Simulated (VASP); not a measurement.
# NbTe8Mo3 (P-6m2) in VASP: relaxation of cell and atoms with PBE

Aim: the relaxation of cell and atoms of NbTe8Mo3 with PBE.

All numbers are computed with VASP 6.6.1; they aren't measurements. Logs are shortened: lines on timing, memory, paths and dates and some standing lists are left out, and cuts for length are marked.

### Step 1. The cell of the first run

The structure is hexagonal, space group P-6m2 (No. 187). Conventional cell: a = 3.694 Å, b = 3.694 Å, c = 29.341 Å, α = 90.00°, β = 90.00°, γ = 120.00°. Nb (site symmetry -6m2) has 6 Te at 2.85 Å and 6 Nb at 3.69 Å within 3.8 Å. Within 3.8 Å of Te (site symmetry 3m) lie 3 Mo at 2.85 Å and 7 Te at 3.69 to 3.79 Å. Within 3.8 Å of Te (site symmetry 3m) lie 3 Nb at 2.85 Å and 7 Te at 3.69 to 3.79 Å. Within 3.8 Å of Te (site symmetry 3m) lie 3 Mo at 2.85 Å and 7 Te at 3.69 to 3.79 Å. Within 3.8 Å of Te (site symmetry 3m) lie 3 Mo at 2.85 Å and 7 Te at 3.69 to 3.79 Å. Within 3.8 Å of Mo (site symmetry 3m) lie 6 Te at 2.85 Å and 6 Mo at 3.69 Å. Mo (site symmetry -6m2) has 6 Te at 2.85 Å and 6 Mo at 3.69 Å within 3.8 Å.

### Step 2. Relaxation of cell and atoms, PBE

The input, INCAR:

```
SYSTEM = NbTe8Mo3
PREC = Accurate ; ENCUT = 600
EDIFF = 1E-6 ; ISMEAR = 0
SIGMA = 0.1 ; LREAL = .False.
LASPH = .True. ; NELM = 80
ALGO = Normal ; ISIF = 3
LWAVE = .False. ; LCHARG = .False.
GGA = PE ; IBRION = 2
NSW = 90 ; EDIFFG = -0.04
```

The input, KPOINTS:

```
regular mesh
0
Gamma
  6 6 1
  0 0 0
```

The input, POSCAR:

```
NbTe8Mo3
1.0
    3.6937142600      0.0000000000      0.0000000000
   -1.8468571300      3.1988503900      0.0000000000
    0.0000000000      0.0000000000     29.3414193700
Nb Te Mo
1 8 3
Direct
    0.6666666700      0.3333333300      0.5000000000
    0.3333333300      0.6666666700      0.9355000000
    0.3333333300      0.6666666700      0.4355000000
    0.6666666700      0.3333333300      0.6855000000
    0.6666666700      0.3333333300      0.1855000000
    0.3333333300      0.6666666700      0.0645000000
    0.3333333300      0.6666666700      0.5645000000
    0.6666666700      0.3333333300      0.8145000000
    0.6666666700      0.3333333300      0.3145000000
    0.3333333300      0.6666666700      0.7500000000
    0.3333333300      0.6666666700      0.2500000000
    0.6666666700      0.3333333300      0.0000000000
```

Potentials or basis: VASP PAW PBE potentials, release 64 (Nb_sv, Te, Mo_sv).

Run with:

```bash
cat potpaw_PBE.64/Nb_sv/POTCAR potpaw_PBE.64/Te/POTCAR potpaw_PBE.64/Mo_sv/POTCAR > POTCAR
mpirun -np 1 vasp_std > vasp.out
```

OUTCAR:

```text
SYSTEM = NbTe8Mo3
   PREC = Accurate
   ENCUT = 600
   EDIFF = 1E-6
   ISMEAR = 0
   LREAL = .False.
   LASPH = .True.
   NELM = 80
   ISIF = 3
   GGA = PE
   IBRION = 2
   NSW = 90
   EDIFFG = -0.04

 ion  position               nearest neighbor table
   1  0.667  0.333  0.500-   3 2.85   7 2.85   3 2.85   7 2.85   3 2.85   7 2.85
   2  0.333  0.667  0.935-  12 2.85  12 2.85  12 2.85
   3  0.333  0.667  0.435-   1 2.85   1 2.85   1 2.85
   4  0.667  0.333  0.685-  10 2.85  10 2.85  10 2.85
   5  0.667  0.333  0.185-  11 2.85  11 2.85  11 2.85
   6  0.333  0.667  0.065-  12 2.85  12 2.85  12 2.85
   7  0.333  0.667  0.565-   1 2.85   1 2.85   1 2.85
   8  0.667  0.333  0.815-  10 2.85  10 2.85  10 2.85
   9  0.667  0.333  0.315-  11 2.85  11 2.85  11 2.85
  10  0.333  0.667  0.750-   4 2.85   8 2.85   4 2.85   8 2.85   4 2.85   8 2.85
  11  0.333  0.667  0.250-   5 2.85   9 2.85   5 2.85   9 2.85   5 2.85   9 2.85
  12  0.667  0.333  0.000-   2 2.85   6 2.85   2 2.85   6 2.85   2 2.85   6 2.85

  LATTYP: Found a hexagonal cell.
 ALAT       =     3.6937142600
 C/A-ratio  =     7.9436083315

  Lattice vectors:

 A1 = (   3.6937142600,   0.0000000000,   0.0000000000)
 A2 = (  -1.8468571300,   3.1988503900,   0.0000000000)
 A3 = (   0.0000000000,   0.0000000000,  29.3414193700)

Analysis of symmetry for initial positions (statically):
=====================================================================
 Subroutine PRICEL returns:
 Original cell was already a primitive cell.

 Routine SETGRP: Setting up the symmetry group for a
 hexagonal supercell.

 Subroutine GETGRP returns: Found 12 space group operations
 (whereof 12 operations were pure point group operations)
 out of a pool of 24 trial point group operations.

The static configuration has the point symmetry D_3h.

Analysis of symmetry for dynamics (positions and initial velocities):
=====================================================================
 Subroutine PRICEL returns:
 Original cell was already a primitive cell.

 Routine SETGRP: Setting up the symmetry group for a
 hexagonal supercell.

 Subroutine GETGRP returns: Found 12 space group operations
 (whereof 12 operations were pure point group operations)
 out of a pool of 24 trial point group operations.

The dynamic configuration has the point symmetry D_3h.

 Subroutine INISYM returns: Found 12 space group operations
 (whereof 12 operations are pure point group operations),
 and found     1 'primitive' translations

----------------------------------------------------------------------------------------

                                     Primitive cell

  volume of cell :     346.6876

  direct lattice vectors                    reciprocal lattice vectors
     3.693714260  0.000000000  0.000000000     0.270730200  0.156306153  0.000000000
    -1.846857130  3.198850390  0.000000000     0.000000000  0.312612307  0.000000000
     0.000000000  0.000000000 29.341419370     0.000000000  0.000000000  0.034081514

  length of vectors
     3.693714260  3.693714266 29.341419370     0.312612307  0.312612307  0.034081514

  position of ions in fractional coordinates (direct lattice)
     0.666666670  0.333333330  0.500000000
     0.333333330  0.666666670  0.935500000
     0.333333330  0.666666670  0.435500000
     0.666666670  0.333333330  0.685500000
     0.666666670  0.333333330  0.185500000
     0.333333330  0.666666670  0.064500000
     0.333333330  0.666666670  0.564500000
     0.666666670  0.333333330  0.814500000
     0.666666670  0.333333330  0.314500000
     0.333333330  0.666666670  0.750000000
     0.333333330  0.666666670  0.250000000
     0.666666670  0.333333330  0.000000000

  ion indices of the primitive-cell ions
   primitive index   ion index
                 1           1
                 2           2
                 3           3
                 4           4
                 5           5
                 6           6
                 7           7
                 8           8
                 9           9
                10          10
                11          11
                12          12

----------------------------------------------------------------------------------------

 KPOINTS: regular mesh

Automatic generation of k-mesh.
 Grid dimensions read from file:
 generate k-points for:    6    6    1

 Generating k-lattice:

  Cartesian coordinates                     Fractional coordinates (reciprocal lattice)
     0.045121700  0.026051026  0.000000000     0.166666667 -0.000000000  0.000000000
     0.000000000  0.052102051  0.000000000     0.000000000  0.166666667  0.000000000
     0.000000000  0.000000000  0.034081514     0.000000000  0.000000000  1.000000000

  Length of vectors
     0.052102051  0.052102051  0.034081514

  Shift w.r.t. Gamma in fractional coordinates (k-lattice)
     0.000000000  0.000000000  0.000000000

 Subroutine IBZKPT returns following result:
 ===========================================

 Found      7 irreducible k-points:

 Following reciprocal coordinates:
            Coordinates               Weight
  0.000000  0.000000  0.000000      1.000000
  0.166667 -0.000000  0.000000      6.000000
  0.333333  0.000000  0.000000      6.000000
  0.500000  0.000000  0.000000      3.000000
  0.166667  0.166667  0.000000      6.000000
  0.333333  0.166667  0.000000     12.000000
  0.333333  0.333333  0.000000      2.000000
   k-points           NKPTS =      7   k-points in BZ     NKDIM =      7   number of bands    NBANDS=     61
   number of dos      NEDOS =    301   number of ions     NIONS =     12
   total plane-waves  NPLWV = 216000
   dimension x,y,z NGX =    30 NGY =   30 NGZ =  240
   dimension x,y,z NGXF=    60 NGYF=   60 NGZF=  480
   ions per type =               1   8   3
   NGX,Y,Z   is equivalent  to a cutoff of  13.50, 13.50, 13.60 a.u.
   NGXF,Y,Z  is equivalent  to a cutoff of  27.00, 27.00, 27.20 a.u.
 SYSTEM =  NbTe8Mo3
   PREC   = accura    normal or accurate (medium, high low for compatibility)
   ISTART =      0    job   : 0-new  1-cont  2-samecut
   ICHARG =      2    charge: 1-file 2-atom 10-const
   ISPIN  =      1    spin polarized calculation?
   LNONCOLLINEAR =      F non collinear calculations
   LSORBIT =      F    spin-orbit coupling
   LASPH  =      T    aspherical Exc in radial PAW
   ENCUT  =  600.0 eV  44.10 Ry    6.64 a.u.   7.38  7.38 58.60*2*pi/ulx,y,z
   NELM   =     80;   NELMIN=  2; NELMDL= -5     # of ELM steps
   EDIFF  = 0.1E-05   stopping-criterion for ELM
   LREAL  =      F    real-space projection
   EDIFFG = -.4E-01   stopping-criterion for IOM
   NSW    =     90    number of steps for IOM
   IBRION =      2    ionic relax: 0-MD 1-quasi-New 2-CG
   NFREE  =      1    steps in history (QN), initial steepest desc. (CG)
   ISIF   =      3    stress and relaxation
   ISYM   =      2    0-nonsym 1-usesym 2-fastsym
   POTIM  = 0.5000    time-step for ionic-motion
   TEBEG  =    0.0;   TEEND  =   0.0 temperature during run
   PSTRESS=    0.0 pullay stress
   NELECT =     103.0000    total number of electrons
   NUPDOWN=      -1.0000    fix difference up-down
   EMIN   =  10.00;   EMAX   =-10.00  energy-range for DOS
   EFERMI =   0.00;   METHOD = LEGACY
   ISMEAR =     0;   SIGMA  =   0.10  broadening in eV -4-tet -1-fermi 0-gaus
   EFERMI_NEDOS =   21; number of points for ismear=-14 and -15
   IALGO  =     38    algorithm
   IMIX   =      4    mixing-type and parameters
     AMIX     =   0.40;   BMIX     =  1.00
     AMIX_MAG =   1.60;   BMIX_MAG =  1.00
  volume/ion in A,a.u.               =      28.89       194.96
  Fermi-wavevector in a.u.,A,eV,Ry     =   1.092382  2.064302 16.235805  1.193298
  Thomas-Fermi vector in A             =   2.228646
   LORBIT       =      0    0 simple, 1 ext, 2 COOP (PROOUT), +10 PAW based schemes
   GGA     = PE    functional components
   LHFCALC =     F    Hartree Fock is set to
   AEXX    =    0.0000 exact exchange contribution
   IVDW    =     0    specifies the selected vdW correction
   LEPSILON=     F    determine dielectric tensor
   LRPA    =     F    only Hartree local field effects (RPA)
 conjugate gradient relaxation of ions
 non-spin polarized calculation
 Gauss-broadening in eV      SIGMA  =   0.10
  energy-cutoff  :      600.00
  volume of cell :      346.69
 maximum number of plane-waves:     11631
 NGX is ok and might be reduce to    30
   NGX = 15   NGY = 15   NGZ =117

--------------------------------------- Ionic step        1  -------------------------------------------

 number of electron     102.9999998 magnetization

 Free energy of the ion-electron system (eV)
  ---------------------------------------------------
  ext. energy  EPLUGINS =         0.00000000
  ---------------------------------------------------
  free energy    TOTEN  =       -71.01579979 eV

  energy without entropy =      -70.99210833  energy(sigma->0) =      -71.00395406

------------------------ aborting loop because EDIFF is reached ----------------------------------------

  FORCE on cell =-STRESS in cart. coord.  units (eV):
  Direction    XX          YY          ZZ          XY          YZ          ZX
  --------------------------------------------------------------------------------------
  -------------------------------------------------------------------------------------
  Total      -13.1773522    -13.1773522    -17.9131567      0.0000000     -0.0000000     -0.0000000
  in kB      -60.8976300    -60.8976303    -82.7836106      0.0000000     -0.0000000     -0.0000000
  external PRESSURE =     -68.1929570 kB  Pullay stress =       0.0000000 kB
[... 119 lines left out ...]
  FREE ENERGIE OF THE ION-ELECTRON SYSTEM (eV)
  ---------------------------------------------------
  free  energy   TOTEN  =       -71.7911240953 eV

  energy  without entropy=      -71.7696402517  energy(sigma->0) =      -71.78038217

 E-fermi :   7.2599     XC(G=0): -10.0220

 val. band max:        7.1525181629   @ k =   0.1667   0.1667   0.0000
 cond. band min:       7.2888685126   @ k =   0.1667  -0.0000   0.0000
 fundamental gap:      0.1363503497
 Fermi energy:         7.2598527086

 k-point     1 :       0.0000    0.0000    0.0000
  band No.  band energies     occupation
      1     -53.6928      2.00000
      2     -53.6736      2.00000
      3     -53.6736      2.00000
      4     -47.6483      2.00000
      5     -27.8180      2.00000
      6     -27.7995      2.00000
[... 437 lines left out ...]
     60       9.3886      0.00000
     61       9.4057      0.00000

[... ionic steps 4 to 12 ...]

--------------------------------------- Ionic step       13  -------------------------------------------

 number of electron     102.9999996 magnetization

------------------------ aborting loop because EDIFF is reached ----------------------------------------
[... 87 lines left out ...]
--------------------------------------- Ionic step       15  -------------------------------------------

 number of electron     102.9999998 magnetization

 Free energy of the ion-electron system (eV)
  ---------------------------------------------------
  ext. energy  EPLUGINS =         0.00000000
  ---------------------------------------------------
  free energy    TOTEN  =       -71.86380124 eV

  energy without entropy =      -71.84256708  energy(sigma->0) =      -71.85318416

 E-fermi :   7.0477     XC(G=0):  -9.9144

 val. band max:        6.9461266022   @ k =   0.1667   0.1667   0.0000
 cond. band min:       7.0687309782   @ k =   0.1667  -0.0000   0.0000
 fundamental gap:      0.1226043759
 Fermi energy:         7.0476981534

 k-point     1 :       0.0000    0.0000    0.0000
  band No.  band energies     occupation
      1     -53.8722      2.00000
      2     -53.8630      2.00000
      3     -53.8630      2.00000
      4     -47.8532      2.00000
      5     -27.9983      2.00000
      6     -27.9900      2.00000
[... 476 lines left out ...]
  FREE ENERGIE OF THE ION-ELECTRON SYSTEM (eV)
  ---------------------------------------------------
  free  energy   TOTEN  =       -71.8638012420 eV

  energy  without entropy=      -71.8425670830  energy(sigma->0) =      -71.85318416

 reached required accuracy - stopping structural energy minimisation
```

Wall time 40 min (1 thread of AMD EPYC 9R45 (Zen 5), shared host); peak memory 0.63 GiB.

What came out:

- Free energy: -71.8638 eV
- Relaxed volume: 27.44 Å³/atom
- Relaxed cell: a = 3.596 Å, b = 3.596 Å, c = 29.393 Å, α = 90.00°, β = 90.00°, γ = 120.00°
- Space group after relaxing (to 0.1 Å): P-6m2 (No. 187)
- Energy gained by relaxing: 70.7 meV/atom
- Ionic steps: 15
- Pressure after relaxing: -0.1 GPa
- Largest force after relaxing: 0.029 eV/Å
- Band gap on the k mesh: zero (an odd number of electrons rules out a gap without spin polarisation)

Forces in eV/Å, atoms in the order of the input:
```
Nb   0.000  0.000  0.000
Te   0.000  0.000  0.004
Te   0.000  0.000  0.004
Te   0.000  0.000 -0.002
Te   0.000  0.000 -0.022
Te   0.000  0.000 -0.004
Te   0.000  0.000 -0.004
Te   0.000  0.000  0.022
Te   0.000  0.000  0.002
Mo   0.000  0.000 -0.029
Mo   0.000  0.000  0.029
Mo   0.000  0.000  0.000
```

Step by step:
```tsv
step	energy change (eV)	largest force (eV/Å)	pressure (GPa)	volume (Å³)
1	0.0000	1.4397	-6.82	346.69
2	0.7576	2.4874	13.97	288.54
3	-0.7753	0.5146	-0.21	320.36
4	-0.7762	0.5500	0.01	319.65
5	-0.7761	0.5770	0.19	319.12
6	-0.8115	0.2351	0.28	318.71
7	-0.8218	0.0504	0.38	318.34
8	-0.8237	0.1640	-0.35	321.34
9	-0.8244	0.1245	-0.11	320.28
10	-0.8286	0.1061	-0.09	321.28
11	-0.8359	0.0601	-0.07	323.98
12	-0.8347	0.1664	0.00	329.42
13	-0.8380	0.0777	-0.05	326.46
14	-0.8412	0.0582	-0.05	327.15
15	-0.8480	0.0291	-0.06	329.22
```

Final structure:
```
CELL_PARAMETERS angstrom
3.59633 0.00000 0.00000
-1.79816 3.11451 0.00000
0.00000 0.00000 29.39264
ATOMIC_POSITIONS crystal
Nb 0.66667 0.33333 0.50000
Te 0.33333 0.66667 0.93895
Te 0.33333 0.66667 0.43619
Te 0.66667 0.33333 0.68897
Te 0.66667 0.33333 0.18902
Te 0.33333 0.66667 0.06105
Te 0.33333 0.66667 0.56381
Te 0.66667 0.33333 0.81098
Te 0.66667 0.33333 0.31103
Mo 0.33333 0.66667 0.75000
Mo 0.33333 0.66667 0.25000
Mo 0.66667 0.33333 0.00000
```

Levels at points of the mesh, in eV from the Fermi level:
```csv
k point,band 49,band 50,band 51,band 52,band 53,band 54
"(0.00, 0.00, 0.00)",-0.30,-0.19,-0.15,0.31,2.69,2.69
"(0.50, 0.00, 0.00)",-0.62,-0.58,-0.47,-0.18,1.09,1.11
```

Caveat: spin-orbit coupling is left out, which moves the levels of the heavy elements; this functional lacks dispersion, which binds the layers, so the pressure and a relaxed spacing across them are unreliable.
